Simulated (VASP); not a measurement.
A run of VASP 6.6.1 is set up as follows.

Contents of INCAR:

```
SYSTEM = AgIr2
ALGO = Normal
EDIFF = 1E-6
ENCUT = 630
GGA = PE
GGA_COMPAT = .FALSE.
ISIF = 2
ISMEAR = 0
LASPH = .TRUE.
LCHARG = .FALSE.
LREAL = .FALSE.
LWAVE = .FALSE.
NBANDS = 34
NELM = 120
PREC = Accurate
SIGMA = 0.1
```

Contents of KPOINTS:

```
k-points
0
G
  6 6 6
  0 0 0
```

POSCAR

```
AgIr2
1.0
    3.5961273062      0.0000000000      0.0000000000
   -1.7980636531      3.1143376024      0.0000000000
    0.0000000000      0.0000000000      3.8828617093
Ag Ir
1 2
Direct
    0.0000000000      0.0000000000      0.0000000000
    0.3333333333      0.6666666667      0.5000000000
    0.6666666667      0.3333333333      0.5000000000
```

Potentials or basis: VASP PAW PBE potentials, release 64 (Ag_sv_GW, Ir_sv_GW).

Launch:

```sh
$ cat potpaw_PBE.64/Ag_sv_GW/POTCAR potpaw_PBE.64/Ir_sv_GW/POTCAR > POTCAR
$ mpirun -np 1 vasp_std > vasp.out
```

Question: Estimate the pressure.

Answer: 128.0 GPa.

Question: Estimate the band gap on the k mesh.

Answer: Zero (an odd number of electrons rules out a gap without spin polarisation).

Stress tensor (GPa, compression positive):
```
178.04   0.00   0.00
  0.00 178.04   0.00
  0.00   0.00  28.04
```

Caveat: the stress differs along the axes, from 28 to 178 GPa; spin-orbit coupling is left out, which moves the levels of the heavy elements.
